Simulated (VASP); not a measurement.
# Sn (Immm) in VASP: further runs

Aim: see how the results for Sn move with the level of theory and the settings. Levels: BLYP, PBEsol, RPBE+D3(BJ), RPBE+D4, r2SCAN. Tasks: relaxation of cell and atoms, single point.

All numbers are computed with VASP 6.6.1; they aren't measurements. Logs are shortened: lines on timing, memory, paths and dates and some standing lists are left out, and cuts for length are marked.

## 1. The cell of the first run

Symmetry: Immm, No. 71, orthorhombic system. The conventional cell has a = 3.453 Å, b = 3.551 Å, c = 4.677 Å, α = 90.00°, β = 90.00°, γ = 90.00°. Within 4.7 Å of Sn (site symmetry mmm) lie 14 Sn at 3.41 to 4.68 Å.

## 2. Relaxation of cell and atoms, BLYP

Input file INCAR:

```
SYSTEM = Sn
AGGAC    = 1.0          
AGGAX    = 1.0          
ALDAC    = 0.0          
ALDAX    = 1.0          
ALGO     = Normal         ! electronic algorithm
EDIFF    = 1E-6           ! SCF threshold, eV
EDIFFG   = -0.01          ! ionic threshold
ENCUT    = 600            ! plane-wave cutoff, eV
GGA      = B5             ! functional
IBRION   = 2              ! ionic algorithm
ISIF     = 3              ! what is computed and relaxed
ISMEAR   = -1             ! smearing method
LASPH    = .TRUE.         ! aspherical terms in the spheres
LCHARG   = .FALSE.        ! write CHGCAR
LREAL    = .FALSE.        ! projectors in reciprocal space
LWAVE    = .FALSE.        ! write WAVECAR
NELM     = 100            ! most SCF steps
NSW      = 60             ! ionic steps
PREC     = Accurate       ! precision mode
SIGMA    = 0.05           ! smearing width, eV
```

Input file KPOINTS:

```
k-points
0
G
  11 11 11
  0 0 0
```

Input file POSCAR:

```
Sn
1.0
   -1.7265390000      1.7755470000      2.3383420000
    1.7265390000     -1.7755470000      2.3383420000
    1.7265390000      1.7755470000     -2.3383420000
Sn
1
Direct
    0.0000000000      0.0000000000      0.0000000000
```

Potentials or basis: VASP PAW PBE potentials, release 64 (Sn_d).

The run is started by

```
$ cat potpaw_PBE.64/Sn_d/POTCAR > POTCAR
$ mpirun -np 1 vasp_std > vasp.out
```

OUTCAR:

```text
SYSTEM = Sn
   EDIFF = 1E-6
   EDIFFG = -0.01
   ENCUT = 600
   GGA = B5
   IBRION = 2
   ISIF = 3
   ISMEAR = -1
   LASPH = .TRUE.
   LREAL = .FALSE.
   NELM = 100
   NSW = 60
   PREC = Accurate

 ion  position               nearest neighbor table
   1  0.000  0.000  0.000-

  LATTYP: Found a body centered orthorhombic cell.
 ALAT       =     3.4530780000
 B/A-ratio  =     1.0283851103
 C/A-ratio  =     1.3543522620

  Lattice vectors:

 A1 = (  -1.7265390000,   1.7755470000,   2.3383420000)
 A2 = (   1.7265390000,  -1.7755470000,   2.3383420000)
 A3 = (   1.7265390000,   1.7755470000,  -2.3383420000)

Analysis of symmetry for initial positions (statically):
=====================================================================
 Subroutine PRICEL returns:
 Original cell was already a primitive cell.

 Routine SETGRP: Setting up the symmetry group for a
 body centered orthorhombic supercell.

 Subroutine GETGRP returns: Found  8 space group operations
 (whereof  8 operations were pure point group operations)
 out of a pool of  8 trial point group operations.

The static configuration has the point symmetry D_2h.

Analysis of symmetry for dynamics (positions and initial velocities):
=====================================================================
 Subroutine PRICEL returns:
 Original cell was already a primitive cell.

 Routine SETGRP: Setting up the symmetry group for a
 body centered orthorhombic supercell.

 Subroutine GETGRP returns: Found  8 space group operations
 (whereof  8 operations were pure point group operations)
 out of a pool of  8 trial point group operations.

The dynamic configuration has the point symmetry D_2h.

 Subroutine INISYM returns: Found  8 space group operations
 (whereof  8 operations are pure point group operations),
 and found     1 'primitive' translations

----------------------------------------------------------------------------------------

                                     Primitive cell

  volume of cell :      28.6732

  direct lattice vectors                    reciprocal lattice vectors
    -1.726539000  1.775547000  2.338342000     0.000000000  0.281603359  0.213826720
     1.726539000 -1.775547000  2.338342000     0.289596702  0.000000000  0.213826720
     1.726539000  1.775547000 -2.338342000     0.289596702  0.281603359  0.000000000

  length of vectors
     3.406075069  3.406075069  3.406075069     0.353584952  0.359983494  0.403938983

  position of ions in fractional coordinates (direct lattice)
     0.000000000  0.000000000  0.000000000

  ion indices of the primitive-cell ions
   primitive index   ion index
                 1           1

----------------------------------------------------------------------------------------

 KPOINTS: k-points

Automatic generation of k-mesh.
 Grid dimensions read from file:
 generate k-points for:   11   11   11

 Generating k-lattice:

  Cartesian coordinates                     Fractional coordinates (reciprocal lattice)
     0.000000000  0.025600305  0.019438793     0.090909091  0.000000000 -0.000000000
     0.026326973  0.000000000  0.019438793     0.000000000  0.090909091  0.000000000
     0.026326973  0.025600305  0.000000000    -0.000000000  0.000000000  0.090909091

  Length of vectors
     0.032144087  0.032725772  0.036721726

  Shift w.r.t. Gamma in fractional coordinates (k-lattice)
     0.000000000  0.000000000  0.000000000

 Subroutine IBZKPT returns following result:
 ===========================================

 Found    216 irreducible k-points:

 Following reciprocal coordinates:
            Coordinates               Weight
  0.000000  0.000000  0.000000      1.000000
  0.090909  0.000000  0.000000      4.000000
  0.181818 -0.000000  0.000000      4.000000
  0.272727  0.000000  0.000000      4.000000
  0.363636 -0.000000  0.000000      4.000000
  0.454545  0.000000  0.000000      4.000000
[... 16 lines left out ...]
  0.454545  0.181818  0.000000      8.000000
 -0.454545  0.181818  0.000000      8.000000
 [... further k-points ...]
   k-points           NKPTS =    216   k-points in BZ     NKDIM =    216   number of bands    NBANDS=     11
   number of dos      NEDOS =    301   number of ions     NIONS =      1
   total plane-waves  NPLWV =  21952
   dimension x,y,z NGX =    28 NGY =   28 NGZ =   28
   dimension x,y,z NGXF=    56 NGYF=   56 NGZF=   56
   ions per type =               1
   NGX,Y,Z   is equivalent  to a cutoff of  13.67, 13.67, 13.67 a.u.
   NGXF,Y,Z  is equivalent  to a cutoff of  27.33, 27.33, 27.33 a.u.
 SYSTEM =  Sn
   PREC   = accura    normal or accurate (medium, high low for compatibility)
   ISTART =      0    job   : 0-new  1-cont  2-samecut
   ICHARG =      2    charge: 1-file 2-atom 10-const
   ISPIN  =      1    spin polarized calculation?
   LNONCOLLINEAR =      F non collinear calculations
   LSORBIT =      F    spin-orbit coupling
   LASPH  =      T    aspherical Exc in radial PAW
   ENCUT  =  600.0 eV  44.10 Ry    6.64 a.u.   6.80  6.80  6.80*2*pi/ulx,y,z
   NELM   =    100;   NELMIN=  2; NELMDL= -5     # of ELM steps
   EDIFF  = 0.1E-05   stopping-criterion for ELM
   LREAL  =      F    real-space projection
   EDIFFG = -.1E-01   stopping-criterion for IOM
   NSW    =     60    number of steps for IOM
   IBRION =      2    ionic relax: 0-MD 1-quasi-New 2-CG
   NFREE  =      1    steps in history (QN), initial steepest desc. (CG)
   ISIF   =      3    stress and relaxation
   ISYM   =      2    0-nonsym 1-usesym 2-fastsym
   POTIM  = 0.5000    time-step for ionic-motion
   TEBEG  =    0.0;   TEEND  =   0.0 temperature during run
   PSTRESS=    0.0 pullay stress
   NELECT =      14.0000    total number of electrons
   NUPDOWN=      -1.0000    fix difference up-down
   EMIN   =  10.00;   EMAX   =-10.00  energy-range for DOS
   EFERMI =   0.00;   METHOD = LEGACY
   ISMEAR =    -1;   SIGMA  =   0.05  broadening in eV -4-tet -1-fermi 0-gaus
   EFERMI_NEDOS =   21; number of points for ismear=-14 and -15
   IALGO  =     38    algorithm
   IMIX   =      4    mixing-type and parameters
     AMIX     =   0.40;   BMIX     =  1.00
     AMIX_MAG =   1.60;   BMIX_MAG =  1.00
  volume/ion in A,a.u.               =      28.67       193.50
  Fermi-wavevector in a.u.,A,eV,Ry     =   1.289116  2.436076 22.610433  1.661820
  Thomas-Fermi vector in A             =   2.421028
   LORBIT       =      0    0 simple, 1 ext, 2 COOP (PROOUT), +10 PAW based schemes
   GGA     = B5    functional components
   LHFCALC =     F    Hartree Fock is set to
   AEXX    =    0.0000 exact exchange contribution
   IVDW    =     0    specifies the selected vdW correction
   LEPSILON=     F    determine dielectric tensor
   LRPA    =     F    only Hartree local field effects (RPA)
 conjugate gradient relaxation of ions
 non-spin polarized calculation
  energy-cutoff  :      600.00
  volume of cell :       28.67
 maximum number of plane-waves:       971
   NGX = 13   NGY = 13   NGZ = 13

--------------------------------------- Ionic step        1  -------------------------------------------

 number of electron      13.9999998 magnetization

 Free energy of the ion-electron system (eV)
  ---------------------------------------------------
  ext. energy  EPLUGINS =         0.00000000
  ---------------------------------------------------
  free energy    TOTEN  =        -2.94535325 eV

  energy without entropy =       -2.94207551  energy(sigma->0) =       -2.94371438

------------------------ aborting loop because EDIFF is reached ----------------------------------------

  FORCE on cell =-STRESS in cart. coord.  units (eV):
  Direction    XX          YY          ZZ          XY          YZ          ZX
  --------------------------------------------------------------------------------------
  -------------------------------------------------------------------------------------
  Total        0.6781507      0.3743548      0.6347425     -0.0000000      0.0000000      0.0000000
  in kB       37.8931073     20.9178686     35.4675841     -0.0000000      0.0000000      0.0000000
  external PRESSURE =      31.4261866 kB  Pullay stress =       0.0000000 kB
[... 86 lines left out ...]
  FREE ENERGIE OF THE ION-ELECTRON SYSTEM (eV)
  ---------------------------------------------------
  free  energy   TOTEN  =        -2.9672707200 eV

  energy  without entropy=       -2.9646749326  energy(sigma->0) =       -2.96597283

[... ionic steps 4 to 9 ...]

--------------------------------------- Ionic step       10  -------------------------------------------

 number of electron      14.0000004 magnetization

------------------------ aborting loop because EDIFF is reached ----------------------------------------

  FORCE on cell =-STRESS in cart. coord.  units (eV):
  Direction    XX          YY          ZZ          XY          YZ          ZX
  --------------------------------------------------------------------------------------
  -------------------------------------------------------------------------------------
  Total        0.0159310      0.0202310      0.0277057     -0.0000000      0.0000000      0.0000000
  in kB        0.8290319      1.0527988      1.4417721     -0.0000000      0.0000000      0.0000000
  external PRESSURE =       1.1078676 kB  Pullay stress =       0.0000000 kB
[... 55 lines left out ...]
  energy  without entropy=       -2.9671829786  energy(sigma->0) =       -2.96861662

--------------------------------------- Ionic step       12  -------------------------------------------

 number of electron      14.0000005 magnetization

 Free energy of the ion-electron system (eV)
  ---------------------------------------------------
  ext. energy  EPLUGINS =         0.00000000
  ---------------------------------------------------
  free energy    TOTEN  =        -2.97007906 eV

  energy without entropy =       -2.96722492  energy(sigma->0) =       -2.96865199

 E-fermi :   7.1753     XC(G=0):  -9.1698

 val. band max:        7.1688759659   @ k =   0.1818   0.1818   0.1818
 cond. band min:       7.1761767962   @ k =   0.3636  -0.3636   0.1818
 fundamental gap:      0.0073008303
 Fermi energy:         7.1752955087

 k-point     1 :       0.0000    0.0000    0.0000
  band No.  band energies     occupation
      1     -14.3583      2.00000
      2     -14.3581      2.00000
      3     -14.3561      2.00000
      4     -14.3074      2.00000
      5     -14.3049      2.00000
      6      -3.1456      2.00000
      7      13.5994      0.00000
      8      13.6006      0.00000
      9      13.6052      0.00000
     10      17.9230      0.00000
     11      18.3363      0.00000
[... 309 lines left out ...]
 k-point    24 :      -0.4545    0.1818    0.0000
  band No.  band energies     occupation
      1     -14.3674      2.00000
      2     -14.3355      2.00000
      3     -14.3202      2.00000
      4     -14.2831      2.00000
      5     -14.2526      2.00000
      6       0.0365      2.00000
      7       5.0011      2.00000
      8       9.5447      0.00000
      9      10.6720      0.00000
     10      14.4678      0.00000
     11      18.7871      0.00000

 [... further k-points ...]

------------------------ aborting loop because EDIFF is reached ----------------------------------------

  FORCE on cell =-STRESS in cart. coord.  units (eV):
  Direction    XX          YY          ZZ          XY          YZ          ZX
  --------------------------------------------------------------------------------------
  -------------------------------------------------------------------------------------
  Total       -0.0028248     -0.0031969      0.0011645      0.0000000      0.0000000      0.0000000
  in kB       -0.1465309     -0.1658316      0.0604061      0.0000000      0.0000000      0.0000000
  external PRESSURE =      -0.0839855 kB  Pullay stress =       0.0000000 kB
[... 16 lines left out ...]
  FREE ENERGIE OF THE ION-ELECTRON SYSTEM (eV)
  ---------------------------------------------------
  free  energy   TOTEN  =        -2.9700790569 eV

  energy  without entropy=       -2.9672249153  energy(sigma->0) =       -2.96865199

 reached required accuracy - stopping structural energy minimisation
```

Wall time 16 min (1 thread of AMD EPYC 7R43 (Zen 3), shared host); peak memory 0.18 GiB.

Results:

```yaml
Free_energy: -2.9701 eV
Relaxed_volume: 30.89 Å³/atom
Relaxed_cell: a = 3.519 Å, b = 3.519 Å, c = 3.519 Å, α = 119.85°, β = 119.83°, γ = 90.28°
Space_group_after_relaxing_to_0.1_Å: Fm-3m (No. 225)
Energy_gained_by_relaxing: 24.7 meV/atom
Ionic_steps: 12
Pressure_after_relaxing: 0.0 GPa
Band_gap_on_the_k_mesh: zero (bands 7 and 8 overlap by 7.91 eV)
```

Step by step:
```
step  energy change (eV)  largest force (eV/Å)  pressure (GPa)  volume (Å³)
   1              0.0000                0.0000            3.14        28.67
   2             -0.0218                0.0000           -0.29        31.07
   3             -0.0219                0.0000           -0.08        30.91
   4             -0.0219                0.0000           -0.17        30.95
   5             -0.0229                0.0000           -0.12        30.93
   6             -0.0237                0.0000           -0.01        30.88
   7             -0.0242                0.0000            0.01        30.85
   8             -0.0247                0.0000            0.06        30.79
   9             -0.0247                0.0000            0.09        30.79
  10             -0.0247                0.0000            0.11        30.79
  11             -0.0247                0.0000           -0.13        30.97
  12             -0.0247                0.0000           -0.01        30.89
```

Final structure:
```yaml
crystal:
  lattice:
    - [-1.76351, 1.76394, 2.48227]
    - [1.76351, -1.76394, 2.48227]
    - [1.76351, 1.76394, -2.48227]
  atoms:
    - { symbol: Sn, position: [0.00000, 0.00000, 0.00000] }
```

Levels at points of the mesh, in eV from the Fermi level:
```csv
k point,band 3,band 4,band 5,band 6,band 7,band 8,band 9,band 10,band 11
"(0.00, 0.00, 0.00)",-21.53,-21.48,-21.48,-10.32,6.42,6.43,6.43,10.75,11.16
```

Caveat: the PAW data sets were made with another functional, which shifts forces and pressure a little; spin-orbit coupling is left out, which moves the levels of the heavy elements.

(Part 1 of 3 ends here.)

The gap in the log of VASP goes by the Fermi energy; the results here count the filled bands.